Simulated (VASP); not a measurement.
# Ga (I4/mmm) in VASP: further runs

Runs on Ga. Level: PBEsol. Tasks: electric field gradients.

All numbers are computed with VASP 6.6.1; they aren't measurements. Logs are shortened: lines on timing, memory, paths and dates and some standing lists are left out, and cuts for length are marked.

### Step 1. The cell of the first run

Symmetry: I4/mmm, No. 139, tetragonal system. Conventional cell: a = 2.808 Å, b = 2.808 Å, c = 4.458 Å, α = 90.00°, β = 90.00°, γ = 90.00°. Within 3.7 Å of Ga (site symmetry 4/mmm) lie 12 Ga at 2.81 to 2.99 Å.

### Step 2. Electric field gradients, PBEsol

INCAR

```
PREC = Accurate
ENCUT = 520
EDIFF = 1E-8
ISMEAR = -1
SIGMA = 0.03
LREAL = False
LASPH = True
NELM = 80
ALGO = Normal
ISIF = 2
LWAVE = False
LCHARG = False
GGA = PS
LEFG = True
NBANDS = 12
```

KPOINTS

```
regular mesh
0
Gamma
  16 16 16
```

POSCAR

```
Ga
1.0
   -1.4040000000      1.4040000000      2.2290000000
    1.4040000000     -1.4040000000      2.2290000000
    1.4040000000      1.4040000000     -2.2290000000
Ga
1
Direct
    0.0000000000      0.0000000000      0.0000000000
```

Potentials or basis: VASP PAW PBE potentials, release 64 (Ga_d).

Run with:

```console
cat potpaw_PBE.64/Ga_d/POTCAR > POTCAR
mpirun -np 1 vasp_std > vasp.out
```

OUTCAR:

```text
PREC = Accurate
   ENCUT = 520
   EDIFF = 1E-8
   ISMEAR = -1
   LREAL = False
   LASPH = True
   NELM = 80
   ISIF = 2
   GGA = PS

 ion  position               nearest neighbor table
   1  0.000  0.000  0.000-

  LATTYP: Found a body centered tetragonal cell.
 ALAT       =     2.8080000000
 C/A-ratio  =     1.5876068376

  Lattice vectors:

 A1 = (  -1.4040000000,   1.4040000000,   2.2290000000)
 A2 = (   1.4040000000,  -1.4040000000,   2.2290000000)
 A3 = (   1.4040000000,   1.4040000000,  -2.2290000000)

Analysis of symmetry for initial positions (statically):
=====================================================================
 Subroutine PRICEL returns:
 Original cell was already a primitive cell.

 Routine SETGRP: Setting up the symmetry group for a
 body centered tetragonal supercell.

 Subroutine GETGRP returns: Found 16 space group operations
 (whereof 16 operations were pure point group operations)
 out of a pool of 16 trial point group operations.

The static configuration has the point symmetry D_4h.

Analysis of symmetry for dynamics (positions and initial velocities):
=====================================================================
 Subroutine PRICEL returns:
 Original cell was already a primitive cell.

 Routine SETGRP: Setting up the symmetry group for a
 body centered tetragonal supercell.

 Subroutine GETGRP returns: Found 16 space group operations
 (whereof 16 operations were pure point group operations)
 out of a pool of 16 trial point group operations.

The dynamic configuration has the point symmetry D_4h.

 Subroutine INISYM returns: Found 16 space group operations
 (whereof 16 operations are pure point group operations),
 and found     1 'primitive' translations

----------------------------------------------------------------------------------------

                                     Primitive cell

  volume of cell :      17.5754

  direct lattice vectors                    reciprocal lattice vectors
    -1.404000000  1.404000000  2.229000000     0.000000000  0.356125356  0.224315837
     1.404000000 -1.404000000  2.229000000     0.356125356  0.000000000  0.224315837
     1.404000000  1.404000000 -2.229000000     0.356125356  0.356125356  0.000000000

  length of vectors
     2.985108541  2.985108541  2.985108541     0.420883433  0.420883433  0.503637309

  position of ions in fractional coordinates (direct lattice)
     0.000000000  0.000000000  0.000000000

  ion indices of the primitive-cell ions
   primitive index   ion index
                 1           1

----------------------------------------------------------------------------------------

 KPOINTS: regular mesh

Automatic generation of k-mesh.
 Grid dimensions read from file:
 generate k-points for:   16   16   16

 Generating k-lattice:

  Cartesian coordinates                     Fractional coordinates (reciprocal lattice)
     0.000000000  0.022257835  0.014019740     0.062500000  0.000000000 -0.000000000
     0.022257835  0.000000000  0.014019740     0.000000000  0.062500000 -0.000000000
     0.022257835  0.022257835  0.000000000     0.000000000  0.000000000  0.062500000

  Length of vectors
     0.026305215  0.026305215  0.031477332

  Shift w.r.t. Gamma in fractional coordinates (k-lattice)
     0.000000000  0.000000000  0.000000000

 Subroutine IBZKPT returns following result:
 ===========================================

 Found    349 irreducible k-points:

 Following reciprocal coordinates:
            Coordinates               Weight
  0.000000  0.000000  0.000000      1.000000
  0.062500  0.000000 -0.000000      8.000000
  0.125000  0.000000 -0.000000      8.000000
  0.187500  0.000000 -0.000000      8.000000
  0.250000  0.000000 -0.000000      8.000000
  0.312500  0.000000  0.000000      8.000000
[... 16 lines left out ...]
 -0.125000  0.062500  0.000000     16.000000
 -0.062500  0.062500  0.000000      4.000000
 [... further k-points ...]
   k-points           NKPTS =    349   k-points in BZ     NKDIM =    349   number of bands    NBANDS=     12
   number of dos      NEDOS =    301   number of ions     NIONS =      1
   total plane-waves  NPLWV =  13824
   dimension x,y,z NGX =    24 NGY =   24 NGZ =   24
   dimension x,y,z NGXF=    48 NGYF=   48 NGZF=   48
   ions per type =               1
   NGX,Y,Z   is equivalent  to a cutoff of  13.37, 13.37, 13.37 a.u.
   NGXF,Y,Z  is equivalent  to a cutoff of  26.73, 26.73, 26.73 a.u.
 SYSTEM =  unknown system
   PREC   = accura    normal or accurate (medium, high low for compatibility)
   ISTART =      0    job   : 0-new  1-cont  2-samecut
   ICHARG =      2    charge: 1-file 2-atom 10-const
   ISPIN  =      1    spin polarized calculation?
   LNONCOLLINEAR =      F non collinear calculations
   LSORBIT =      F    spin-orbit coupling
   LASPH  =      T    aspherical Exc in radial PAW
   ENCUT  =  520.0 eV  38.22 Ry    6.18 a.u.   5.55  5.55  5.55*2*pi/ulx,y,z
   NELM   =     80;   NELMIN=  2; NELMDL= -5     # of ELM steps
   EDIFF  = 0.1E-07   stopping-criterion for ELM
   LREAL  =      F    real-space projection
   EDIFFG = 0.1E-06   stopping-criterion for IOM
   NSW    =      0    number of steps for IOM
   IBRION =     -1    ionic relax: 0-MD 1-quasi-New 2-CG
   NFREE  =      0    steps in history (QN), initial steepest desc. (CG)
   ISIF   =      2    stress and relaxation
   ISYM   =      2    0-nonsym 1-usesym 2-fastsym
   POTIM  = 0.5000    time-step for ionic-motion
   TEBEG  =    0.0;   TEEND  =   0.0 temperature during run
   PSTRESS=    0.0 pullay stress
   NELECT =      13.0000    total number of electrons
   NUPDOWN=      -1.0000    fix difference up-down
   EMIN   =  10.00;   EMAX   =-10.00  energy-range for DOS
   EFERMI =   0.00;   METHOD = LEGACY
   ISMEAR =    -1;   SIGMA  =   0.03  broadening in eV -4-tet -1-fermi 0-gaus
   EFERMI_NEDOS =   21; number of points for ismear=-14 and -15
   IALGO  =     38    algorithm
   IMIX   =      4    mixing-type and parameters
     AMIX     =   0.40;   BMIX     =  1.00
     AMIX_MAG =   1.60;   BMIX_MAG =  1.00
  volume/ion in A,a.u.               =      17.58       118.60
  Fermi-wavevector in a.u.,A,eV,Ry     =   1.480544  2.797822 29.824096  2.192009
  Thomas-Fermi vector in A             =   2.594565
   LORBIT       =      0    0 simple, 1 ext, 2 COOP (PROOUT), +10 PAW based schemes
   GGA     = PS    functional components
   LHFCALC =     F    Hartree Fock is set to
   AEXX    =    0.0000 exact exchange contribution
   IVDW    =     0    specifies the selected vdW correction
   LEPSILON=     F    determine dielectric tensor
   LRPA    =     F    only Hartree local field effects (RPA)
 non-spin polarized calculation
  energy-cutoff  :      520.00
  volume of cell :       17.58
 maximum number of plane-waves:       485
 NGX is ok and might be reduce to    24
   NGX = 11   NGY = 11   NGZ = 11

 number of electron      12.9999995 magnetization

 Free energy of the ion-electron system (eV)
  ---------------------------------------------------
  ext. energy  EPLUGINS =         0.00000000
  ---------------------------------------------------
  free energy    TOTEN  =        -3.33813133 eV

  energy without entropy =       -3.33755360  energy(sigma->0) =       -3.33784247

 E-fermi :   6.0655     XC(G=0): -11.5101

 val. band max:        6.0368368364   @ k =  -0.3750   0.0625   0.0000
 cond. band min:       6.0933473360   @ k =  -0.3750   0.4375   0.3125
 fundamental gap:      0.0565104996
 Fermi energy:         6.0655002992

 k-point     1 :       0.0000    0.0000    0.0000
  band No.  band energies     occupation
      1      -8.9164      2.00000
      2      -8.7833      2.00000
      3      -8.7833      2.00000
      4      -8.7596      2.00000
      5      -8.6187      2.00000
      6      -5.5316      2.00000
      7      19.0900      0.00000
      8      19.0900      0.00000
      9      19.1311      0.00000
     10      22.5167      0.00000
     11      22.5565      0.00000
     12      23.1851      0.00000
[... 331 lines left out ...]
 k-point    24 :      -0.0625    0.0625    0.0000
  band No.  band energies     occupation
      1      -8.9010      2.00000
      2      -8.7919      2.00000
      3      -8.7766      2.00000
      4      -8.7545      2.00000
      5      -8.6262      2.00000
      6      -5.3797      2.00000
      7      17.9394      0.00000
      8      18.2307      0.00000
      9      18.5711      0.00000
     10      20.7717      0.00000
     11      23.9548      0.00000
     12      23.9650      0.00000

 [... further k-points ...]

------------------------ aborting loop because EDIFF is reached ----------------------------------------

  FORCE on cell =-STRESS in cart. coord.  units (eV):
  Direction    XX          YY          ZZ          XY          YZ          ZX
  --------------------------------------------------------------------------------------
  -------------------------------------------------------------------------------------
  Total        0.1035263      0.1035263      0.0196690      0.0000000      0.0000000      0.0000000
  in kB        9.4375045      9.4375045      1.7930348      0.0000000      0.0000000      0.0000000
  external PRESSURE =       6.8893480 kB  Pullay stress =       0.0000000 kB

 VOLUME and BASIS-vectors are now :
 -----------------------------------------------------------------------------
  energy-cutoff  :      520.00
  volume of cell :       17.58
      direct lattice vectors                 reciprocal lattice vectors
    -1.404000000  1.404000000  2.229000000     0.000000000  0.356125356  0.224315837
     1.404000000 -1.404000000  2.229000000     0.356125356  0.000000000  0.224315837
     1.404000000  1.404000000 -2.229000000     0.356125356  0.356125356  0.000000000

 POSITION                                       TOTAL-FORCE (eV/Angst)
 -----------------------------------------------------------------------------------
      0.00000      0.00000      0.00000        -0.000000      0.000000     -0.000000
 -----------------------------------------------------------------------------------
    total drift:                               -0.000000      0.000000      0.000000

  FREE ENERGIE OF THE ION-ELECTRON SYSTEM (eV)
  ---------------------------------------------------
  free  energy   TOTEN  =        -3.3381313309 eV

  energy  without entropy=       -3.3375536008  energy(sigma->0) =       -3.33784247

 Electric field gradients (V/A^2)
---------------------------------------------------------------------
 ion       V_xx      V_yy      V_zz      V_xy      V_xz      V_yz
---------------------------------------------------------------------
   1     -10.480   -10.480    20.960    -0.002    -0.002    -0.002
---------------------------------------------------------------------

 Electric field gradients after diagonalization (V/A^2)
 (convention: |V_zz| > |V_xx| > |V_yy|)
----------------------------------------------------------------------
 ion       V_xx      V_yy      V_zz     asymmetry (V_yy - V_xx)/ V_zz
----------------------------------------------------------------------
   1     -10.482   -10.478    20.960       0.000
----------------------------------------------------------------------

           NMR quadrupolar parameters

 Cq : quadrupolar parameter    Cq=e*Q*V_zz/h
 eta: asymmetry parameters     (V_yy - V_xx)/ V_zz
 Q  : nuclear electric quadrupole moment in mb (millibarn)
----------------------------------------------------------------------
 ion       Cq(MHz)       eta       Q (mb)
----------------------------------------------------------------------
   1       0.051       0.000       1.000
----------------------------------------------------------------------
```

It took 60 s on 1 thread of AMD EPYC 7R13 (Zen 3), shared host; peak memory 0.16 GiB.

What came out:

```
Free energy : -3.3381 eV
Pressure    : 0.7 GPa
```

Electric field gradients, principal values (V/Å²):
| atom | least | middle | greatest (by size) |
| --- | --- | --- | --- |
| 1 Ga | -10.478 | -10.482 | 20.960 |

Caveat: without QUAD_EFG the Cq values of the log hold for a quadrupole moment of 1 mb, not for the nuclei; the PAW data sets were made with another functional, which shifts forces and pressure a little.

[end of part 1 of 2]
